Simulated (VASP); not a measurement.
C: single point with PBE

C:

```
C
1.0
     0.00000    1.78337    1.78337
     1.78337    0.00000    1.78337
     1.78337    1.78337    0.00000
C
2
Direct
  0.75000 0.75000 0.75000
  0.50000 0.50000 0.50000
```

```
Program             : VASP 6.6.1
Task                : single point
Functional          : PBE
Potentials or basis : VASP PAW PBE potentials, release 64 (C)
Cutoff              : 520 eV
k mesh              : 13 × 13 × 13
Occupations         : gaussian, width 0.022 eV
Spin                : no spin polarisation
```

* Pressure: 2.5 GPa
* Band gap on the k mesh: 4.14 eV, indirect (least direct gap 5.59 eV)

Levels at points of the mesh, in eV from the valence-band top:
```
           k point  band 2  band 3  band 4  band 5  band 6  band 7
(0.00, 0.00, 0.00)    0.00    0.00    0.00    5.59    5.59    5.59
```

Wall time 20 s on 1 thread of Intel Xeon 6975P-C (shared host), peak memory 0.09 GiB.

A k mesh can miss the band edges. Expect the measured gap to be larger: semilocal functionals such as PBE lack the derivative discontinuity.
